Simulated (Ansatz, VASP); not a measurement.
## One calculation of Pt, two programs

The input INCAR:

```
SYSTEM = Pt
PREC = Accurate
ENCUT = 520
EDIFF = 1E-7
ISMEAR = 0
SIGMA = 0.15
LREAL = .False.
LASPH = .True.
NELM = 100
ALGO = Fast
ISIF = 2
LWAVE = .False.
LCHARG = .False.
GGA = CA
NBANDS = 11
```

KPOINTS

```
Automatic mesh
0
Gamma
  22 22 22
  0 0 0
```

Contents of POSCAR:

```
Pt
1.0
    0.0000000000      2.1954414025      1.7146397353
    2.1954414025      0.0000000000      1.7146397353
    2.1954414025      2.1954414025      0.0000000000
Pt
1
Direct
    0.0000000000      0.0000000000      0.0000000000
```

Input for Ansatz:

```yaml
crystal:
  lattice:
    - [0.0, 2.1954414025, 1.7146397353]
    - [2.1954414025, 0.0, 1.7146397353]
    - [2.1954414025, 2.1954414025, 0.0]
  atoms:
    - { symbol: Pt, position: [0.0, 0.0, 0.0] }
basis:
  ecutwfc: 420
kpoints:
  mp_grid: { grid: [22, 22, 22] }
hamiltonian:
  xc: lda
scf:
  occupations: { method: gaussian, width: 0.15 }
output:
  forces: true
  stress: true
  eigenvalues: true
```

Alike in both runs: task single point; functional LDA; k mesh 22 × 22 × 22; occupations gaussian, width 0.15 eV; no spin polarisation.

|  | VASP | Ansatz |
| --- | --- | --- |
| version | VASP 6.6.1 | Ansatz 0.2.0 |
| potentials or method | VASP PAW LDA potentials, release 64 (Pt), cutoff 520 eV | scalar-relativistic, plane waves, PAW |
| valence electrons in the cell | 10 | 18 |

VASP gave:

```
gap on the k mesh at the Fermi level (eV)                     : none
pressure (GPa)                                                : -23.0
traceless stress, the component that is largest in VASP (GPa) : 3.46
```

Question: Estimate Ansatz's values.

Answer: gap on the k mesh at the Fermi level (eV): none; pressure (GPa): -23.5; traceless stress, the component that is largest in VASP (GPa): 3.46.

LDA's correlation is that of Perdew and Zunger in VASP and of Perdew and Wang (1992) in Ansatz. A gap of «none» marks a metal or a gap that the smearing closes. VASP's potentials hold 10 valence electrons a cell and Ansatz's 18, so a difference there can come from the potentials and not from the codes.

Spin-orbit coupling is off throughout.
